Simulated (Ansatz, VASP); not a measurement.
## YN in VASP and in Ansatz

```xyz
2
Lattice="0.0000 2.5460 2.5460 2.5460 0.0000 2.5460 2.5460 2.5460 0.0000" Properties=species:S:1:pos:R:3 pbc="T T T"
Y     0.0000    0.0000    0.0000
N     2.5460    2.5460    2.5460
```

Change from the starting cell: hydrostatic strain +4.0%.

Alike in both runs: task single point; functional HSE06; k mesh 6 × 6 × 6; no spin polarisation.

|  | VASP | Ansatz |
| --- | --- | --- |
| version | VASP 6.6.1 | Ansatz 0.2.0 |
| potentials or method | VASP PAW PBE potentials, release 64 (Y_sv, N) | plane waves, PAW |
| plane-wave cutoff (eV) | 520 | 420 |
| occupations | gaussian, width 0.01 eV | fixed |
| valence electrons in the cell | 16 | 16 |

```csv
,VASP,Ansatz,Ansatz less VASP
gap on the k mesh at the Fermi level (eV),1.26,1.26,+0.001
pressure (GPa),-16.9,-16.7,+0.23
```

Ansatz's warnings: stress exchange threshold loose, stress scf threshold loose.
